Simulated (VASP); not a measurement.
# InP (Fm-3m) in VASP: notebook

Aim: see how the results for InP move with the level of theory and the settings. Levels: PBE, LDA. Tasks: single point.

All numbers are computed with VASP 6.6.1; they aren't measurements. Logs are shortened: lines on timing, memory, paths and dates and some standing lists are left out, and cuts for length are marked.

**1. The cell of the first run**

It takes space group Fm-3m (No. 225, cubic). Conventional cell: a = 5.538 Å, b = 5.538 Å, c = 5.538 Å, α = 90.00°, β = 90.00°, γ = 90.00°. In (site symmetry m-3m) has 6 P at 2.77 Å within 3.6 Å. P (site symmetry m-3m) has 6 In at 2.77 Å within 3.6 Å.

**2. Single point, PBE**

INCAR reads:

```
ALGO = Normal ; EDIFF = 1E-6
ENCUT = 520 ; GGA = PE
ISIF = 2 ; ISMEAR = 0
LASPH = True ; LCHARG = False
LREAL = False ; LWAVE = False
NBANDS = 16 ; NELM = 60
PREC = Accurate ; SIGMA = 0.011
```

KPOINTS reads:

```
k-points
0
Gamma
  8 8 8
```

POSCAR reads:

```
InP
1.0
    0.0000000000      2.7688340000      2.7688340000
    2.7688340000      0.0000000000      2.7688340000
    2.7688340000      2.7688340000      0.0000000000
In P
1 1
Direct
    0.0000000000      0.0000000000      0.0000000000
    0.5000000000      0.5000000000      0.5000000000
```

Potentials or basis: VASP PAW PBE potentials, release 64 (In_d, P).

Launch:

```sh
> cat potpaw_PBE.64/In_d/POTCAR potpaw_PBE.64/P/POTCAR > POTCAR
> mpirun -np 1 vasp_std > vasp.out
```

OUTCAR:

```text
EDIFF = 1E-6
   ENCUT = 520
   GGA = PE
   ISIF = 2
   ISMEAR = 0
   LASPH = True
   LREAL = False
   NELM = 60
   PREC = Accurate

 ion  position               nearest neighbor table
   1  0.000  0.000  0.000-   2 2.77   2 2.77   2 2.77   2 2.77   2 2.77   2 2.77
   2  0.500  0.500  0.500-   1 2.77   1 2.77   1 2.77   1 2.77   1 2.77   1 2.77

  LATTYP: Found a face centered cubic cell.
 ALAT       =     5.5376680000

  Lattice vectors:

 A1 = (   0.0000000000,   2.7688340000,   2.7688340000)
 A2 = (   2.7688340000,   0.0000000000,   2.7688340000)
 A3 = (   2.7688340000,   2.7688340000,   0.0000000000)

Analysis of symmetry for initial positions (statically):
=====================================================================
 Subroutine PRICEL returns:
 Original cell was already a primitive cell.

 Routine SETGRP: Setting up the symmetry group for a
 face centered cubic supercell.

 Subroutine GETGRP returns: Found 48 space group operations
 (whereof 48 operations were pure point group operations)
 out of a pool of 48 trial point group operations.

The static configuration has the point symmetry O_h .

Analysis of symmetry for dynamics (positions and initial velocities):
=====================================================================
 Subroutine PRICEL returns:
 Original cell was already a primitive cell.

 Routine SETGRP: Setting up the symmetry group for a
 face centered cubic supercell.

 Subroutine GETGRP returns: Found 48 space group operations
 (whereof 48 operations were pure point group operations)
 out of a pool of 48 trial point group operations.

The dynamic configuration has the point symmetry O_h .

 Subroutine INISYM returns: Found 48 space group operations
 (whereof 48 operations are pure point group operations),
 and found     1 'primitive' translations

----------------------------------------------------------------------------------------

                                     Primitive cell

  volume of cell :      42.4542

  direct lattice vectors                    reciprocal lattice vectors
     0.000000000  2.768834000  2.768834000    -0.180581429  0.180581429  0.180581429
     2.768834000  0.000000000  2.768834000     0.180581429 -0.180581429  0.180581429
     2.768834000  2.768834000  0.000000000     0.180581429  0.180581429 -0.180581429

  length of vectors
     3.915722595  3.915722595  3.915722595     0.312776210  0.312776210  0.312776210

  position of ions in fractional coordinates (direct lattice)
     0.000000000  0.000000000  0.000000000
     0.500000000  0.500000000  0.500000000

  ion indices of the primitive-cell ions
   primitive index   ion index
                 1           1
                 2           2

----------------------------------------------------------------------------------------

 KPOINTS: k-points

Automatic generation of k-mesh.
 Grid dimensions read from file:
 generate k-points for:    8    8    8

 Generating k-lattice:

  Cartesian coordinates                     Fractional coordinates (reciprocal lattice)
    -0.022572679  0.022572679  0.022572679     0.125000000  0.000000000  0.000000000
     0.022572679 -0.022572679  0.022572679     0.000000000  0.125000000  0.000000000
     0.022572679  0.022572679 -0.022572679     0.000000000  0.000000000  0.125000000

  Length of vectors
     0.039097026  0.039097026  0.039097026

  Shift w.r.t. Gamma in fractional coordinates (k-lattice)
     0.000000000  0.000000000  0.000000000

 Subroutine IBZKPT returns following result:
 ===========================================

 Found     29 irreducible k-points:

 Following reciprocal coordinates:
            Coordinates               Weight
  0.000000  0.000000  0.000000      1.000000
  0.125000  0.000000  0.000000      8.000000
  0.250000  0.000000  0.000000      8.000000
  0.375000  0.000000  0.000000      8.000000
  0.500000  0.000000  0.000000      4.000000
  0.125000  0.125000  0.000000      6.000000
[... 16 lines left out ...]
  0.500000  0.250000  0.125000     48.000000
 -0.375000  0.250000  0.125000     24.000000
 [... further k-points ...]
   k-points           NKPTS =     29   k-points in BZ     NKDIM =     29   number of bands    NBANDS=     16
   number of dos      NEDOS =    301   number of ions     NIONS =      2
   total plane-waves  NPLWV =  27000
   dimension x,y,z NGX =    30 NGY =   30 NGZ =   30
   dimension x,y,z NGXF=    60 NGYF=   60 NGZF=   60
   ions per type =               1   1
   NGX,Y,Z   is equivalent  to a cutoff of  12.74, 12.74, 12.74 a.u.
   NGXF,Y,Z  is equivalent  to a cutoff of  25.47, 25.47, 25.47 a.u.
 SYSTEM =  unknown system
   PREC   = accura    normal or accurate (medium, high low for compatibility)
   ISTART =      0    job   : 0-new  1-cont  2-samecut
   ICHARG =      2    charge: 1-file 2-atom 10-const
   ISPIN  =      1    spin polarized calculation?
   LNONCOLLINEAR =      F non collinear calculations
   LSORBIT =      F    spin-orbit coupling
   LASPH  =      T    aspherical Exc in radial PAW
   ENCUT  =  520.0 eV  38.22 Ry    6.18 a.u.   7.28  7.28  7.28*2*pi/ulx,y,z
   NELM   =     60;   NELMIN=  2; NELMDL= -5     # of ELM steps
   EDIFF  = 0.1E-05   stopping-criterion for ELM
   LREAL  =      F    real-space projection
   EDIFFG = 0.1E-04   stopping-criterion for IOM
   NSW    =      0    number of steps for IOM
   IBRION =     -1    ionic relax: 0-MD 1-quasi-New 2-CG
   NFREE  =      0    steps in history (QN), initial steepest desc. (CG)
   ISIF   =      2    stress and relaxation
   ISYM   =      2    0-nonsym 1-usesym 2-fastsym
   POTIM  = 0.5000    time-step for ionic-motion
   TEBEG  =    0.0;   TEEND  =   0.0 temperature during run
   PSTRESS=    0.0 pullay stress
   NELECT =      18.0000    total number of electrons
   NUPDOWN=      -1.0000    fix difference up-down
   EMIN   =  10.00;   EMAX   =-10.00  energy-range for DOS
   EFERMI =   0.00;   METHOD = LEGACY
   ISMEAR =     0;   SIGMA  =   0.01  broadening in eV -4-tet -1-fermi 0-gaus
   EFERMI_NEDOS =   21; number of points for ismear=-14 and -15
   IALGO  =     38    algorithm
   IMIX   =      4    mixing-type and parameters
     AMIX     =   0.40;   BMIX     =  1.00
     AMIX_MAG =   1.60;   BMIX_MAG =  1.00
  volume/ion in A,a.u.               =      21.23       143.25
  Fermi-wavevector in a.u.,A,eV,Ry     =   1.229869  2.324115 20.579860  1.512577
  Thomas-Fermi vector in A             =   2.364739
   LORBIT       =      0    0 simple, 1 ext, 2 COOP (PROOUT), +10 PAW based schemes
   GGA     = PE    functional components
   LHFCALC =     F    Hartree Fock is set to
   AEXX    =    0.0000 exact exchange contribution
   IVDW    =     0    specifies the selected vdW correction
   LEPSILON=     F    determine dielectric tensor
   LRPA    =     F    only Hartree local field effects (RPA)
 non-spin polarized calculation
 Gauss-broadening in eV      SIGMA  =   0.01
  energy-cutoff  :      520.00
  volume of cell :       42.45
 maximum number of plane-waves:      1162
 NGX is ok and might be reduce to    30
   NGX = 15   NGY = 15   NGZ = 15

 number of electron      18.0000009 magnetization

 Free energy of the ion-electron system (eV)
  ---------------------------------------------------
  ext. energy  EPLUGINS =         0.00000000
  ---------------------------------------------------
  free energy    TOTEN  =        -7.90841686 eV

  energy without entropy =       -7.90836096  energy(sigma->0) =       -7.90838891

 E-fermi :   7.1374     XC(G=0): -10.3952

 val. band max:        7.1266080868   @ k =  -0.3750   0.5000   0.1250
 cond. band min:       7.1961328589   @ k =  -0.3750   0.3750   0.0000
 fundamental gap:      0.0695247722
 Fermi energy:         7.1373652699

 k-point     1 :       0.0000    0.0000    0.0000
  band No.  band energies     occupation
      1      -7.2112      2.00000
      2      -7.2112      2.00000
      3      -7.1924      2.00000
      4      -7.1924      2.00000
      5      -7.1924      2.00000
      6      -4.9590      2.00000
[... 8 lines left out ...]
     15      15.5084      0.00000
     16      15.5084      0.00000

 k-point     2 :       0.1250    0.0000    0.0000
  band No.  band energies     occupation
      1      -7.2188      2.00000
      2      -7.2188      2.00000
      3      -7.1928      2.00000
      4      -7.1819      2.00000
      5      -7.1819      2.00000
      6      -4.7647      2.00000
[... 8 lines left out ...]
     15      14.8459      0.00000
     16      15.4012      0.00000

 k-point     3 :       0.2500    0.0000    0.0000
  band No.  band energies     occupation
      1      -7.2407      2.00000
      2      -7.2407      2.00000
      3      -7.1957      2.00000
      4      -7.1528      2.00000
      5      -7.1528      2.00000
      6      -4.2028      2.00000
[... 8 lines left out ...]
     15      15.7568      0.00000
     16      15.7568      0.00000

 k-point     4 :       0.3750    0.0000    0.0000
  band No.  band energies     occupation
      1      -7.2632      2.00000
      2      -7.2632      2.00000
      3      -7.2005      2.00000
      4      -7.1228      2.00000
      5      -7.1228      2.00000
      6      -3.3942      2.00000
[... 8 lines left out ...]
     15      17.2383      0.00000
     16      17.2383      0.00000

 k-point     5 :       0.5000    0.0000    0.0000
  band No.  band energies     occupation
      1      -7.2725      2.00000
      2      -7.2725      2.00000
      3      -7.2029      2.00000
      4      -7.1102      2.00000
      5      -7.1102      2.00000
      6      -2.8763      2.00000
[... 8 lines left out ...]
     15      18.3299      0.00000
     16      18.3299      0.00000

 k-point     6 :       0.1250    0.1250    0.0000
  band No.  band energies     occupation
      1      -7.2382      2.00000
      2      -7.2044      2.00000
      3      -7.2003      2.00000
      4      -7.1771      2.00000
      5      -7.1771      2.00000
      6      -4.6931      2.00000
[... 8 lines left out ...]
     15      16.6726      0.00000
     16      16.6726      0.00000

 k-point     7 :       0.2500    0.1250    0.0000
  band No.  band energies     occupation
      1      -7.2714      2.00000
      2      -7.2126      2.00000
      3      -7.2029      2.00000
      4      -7.1604      2.00000
      5      -7.1499      2.00000
      6      -4.2368      2.00000
[... 8 lines left out ...]
     15      16.7358      0.00000
     16      16.9128      0.00000

 k-point     8 :       0.3750    0.1250    0.0000
  band No.  band energies     occupation
      1      -7.2985      2.00000
      2      -7.2353      2.00000
      3      -7.1985      2.00000
      4      -7.1425      2.00000
      5      -7.1195      2.00000
      6      -3.4783      2.00000
[... 8 lines left out ...]
     15      17.8287      0.00000
     16      17.9036      0.00000

 k-point     9 :       0.5000    0.1250    0.0000
  band No.  band energies     occupation
      1      -7.3060      2.00000
      2      -7.2555      2.00000
      3      -7.1943      2.00000
      4      -7.1276      2.00000
      5      -7.1075      2.00000
      6      -2.7612      2.00000
[... 8 lines left out ...]
     15      18.4924      0.00000
     16      19.3972      0.00000
[... 172 lines left out ...]
 k-point    19 :       0.5000    0.3750    0.0000
  band No.  band energies     occupation
      1      -7.4837      2.00000
      2      -7.2337      2.00000
      3      -7.1779      2.00000
      4      -7.0944      2.00000
      5      -7.0871      2.00000
      6      -2.0116      2.00000
[... 8 lines left out ...]
     15      19.7352      0.00000
     16      20.4589      0.00000

 k-point    20 :      -0.3750    0.3750    0.0000
  band No.  band energies     occupation
      1      -7.4424      2.00000
      2      -7.2064      2.00000
      3      -7.2029      2.00000
      4      -7.1163      2.00000
      5      -7.0945      2.00000
      6      -1.8538      2.00000
[... 8 lines left out ...]
     15      18.2394      0.00000
     16      20.9093      0.00000

 k-point    21 :       0.5000    0.5000    0.0000
  band No.  band energies     occupation
      1      -7.5199      2.00000
      2      -7.2466      2.00000
      3      -7.1643      2.00000
      4      -7.0799      2.00000
      5      -7.0799      2.00000
      6      -1.7785      2.00000
[... 8 lines left out ...]
     15      19.3520      0.00000
     16      20.4533      0.00000

 k-point    22 :       0.3750    0.2500    0.1250
  band No.  band energies     occupation
      1      -7.3136      2.00000
      2      -7.2174      2.00000
      3      -7.2040      2.00000
      4      -7.1395      2.00000
      5      -7.1345      2.00000
      6      -3.6619      2.00000
[... 8 lines left out ...]
     15      18.2749      0.00000
     16      18.4344      0.00000

 k-point    23 :       0.5000    0.2500    0.1250
  band No.  band energies     occupation
      1      -7.3428      2.00000
      2      -7.2339      2.00000
      3      -7.1908      2.00000
      4      -7.1372      2.00000
      5      -7.1137      2.00000
      6      -2.8628      2.00000
[... 8 lines left out ...]
     15      18.3451      0.00000
     16      19.3711      0.00000

 k-point    24 :      -0.3750    0.2500    0.1250
  band No.  band energies     occupation
      1      -7.3528      2.00000
      2      -7.2424      2.00000
      3      -7.1784      2.00000
      4      -7.1445      2.00000
      5      -7.1035      2.00000
      6      -2.3719      2.00000
[... 8 lines left out ...]
     15      17.1235      0.00000
     16      19.8111      0.00000

 [... further k-points ...]
[... 5 lines left out ...]
  --------------------------------------------------------------------------------------
  -------------------------------------------------------------------------------------
  Total       -0.0332418     -0.0332418     -0.0332418      0.0000000      0.0000000     -0.0000000
  in kB       -1.2545096     -1.2545096     -1.2545096      0.0000000      0.0000000     -0.0000000
  external PRESSURE =      -1.2545096 kB  Pullay stress =       0.0000000 kB

 VOLUME and BASIS-vectors are now :
 -----------------------------------------------------------------------------
  energy-cutoff  :      520.00
  volume of cell :       42.45
      direct lattice vectors                 reciprocal lattice vectors
     0.000000000  2.768834000  2.768834000    -0.180581429  0.180581429  0.180581429
     2.768834000  0.000000000  2.768834000     0.180581429 -0.180581429  0.180581429
     2.768834000  2.768834000  0.000000000     0.180581429  0.180581429 -0.180581429

 POSITION                                       TOTAL-FORCE (eV/Angst)
 -----------------------------------------------------------------------------------
      0.00000      0.00000      0.00000        -0.000000      0.000000      0.000000
      2.76883      2.76883      2.76883         0.000000     -0.000000     -0.000000
 -----------------------------------------------------------------------------------
    total drift:                               -0.000000      0.000000      0.000000

  FREE ENERGIE OF THE ION-ELECTRON SYSTEM (eV)
  ---------------------------------------------------
  free  energy   TOTEN  =        -7.9084168615 eV

  energy  without entropy=       -7.9083609630  energy(sigma->0) =       -7.90838891
```

It took 15 s on 1 thread of Intel Xeon Platinum 8488C (Sapphire Rapids), shared host; peak memory 0.17 GiB.

What came out:

| Quantity | Value |
| --- | --- |
| Free energy | -7.9084 eV |
| Pressure | -0.1 GPa |
| Band gap on the k mesh | zero (band 9 reaches 7.35 eV, above the bottom of band 10 at 4.72 eV) |

Caveat: spin-orbit coupling is left out, which moves the levels of the heavy elements.

**3. Single point, PBE**

INCAR reads:

```
PREC = Accurate
ENCUT = 520
EDIFF = 1E-6
ISMEAR = -1
SIGMA = 0.05
LREAL = F
LASPH = T
NELM = 100
ALGO = Normal
ISIF = 2
LWAVE = F
LCHARG = F
GGA = PE
NBANDS = 16
```

KPOINTS reads:

```
Automatic mesh
0
Gamma
  8 8 8
```

POSCAR is that of step 2.

Potentials or basis: VASP PAW PBE potentials, release 64 (In_d, P).

Launch:

```sh
> cat potpaw_PBE.64/In_d/POTCAR potpaw_PBE.64/P/POTCAR > POTCAR
> mpirun -np 1 vasp_std > vasp.out
```

Wall time 18 s (1 thread of Intel Xeon Platinum 8488C (Sapphire Rapids), shared host); peak memory 0.17 GiB.

Results (log left out):

* Free energy: -7.9141 eV
* Pressure: -0.1 GPa
* Band gap on the k mesh: zero (band 9 reaches 7.34 eV, above the bottom of band 10 at 4.72 eV)

Levels at points of the mesh, in eV from the Fermi level:
| k point | band 7 | band 8 | band 9 | band 10 | band 11 | band 12 |
| --- | --- | --- | --- | --- | --- | --- |
| (0.00, 0.00, 0.00) | -0.37 | -0.37 | -0.37 | 0.43 | 7.00 | 7.00 |
| (0.50, 0.00, 0.00) | -6.74 | 0.05 | 0.05 | 2.39 | 3.30 | 3.30 |
| (0.50, 0.50, 0.00) | -5.04 | -2.61 | -2.43 | -2.43 | 3.74 | 9.77 |

Caveat: spin-orbit coupling is left out, which moves the levels of the heavy elements.

(Continued in part 2 of 2.)
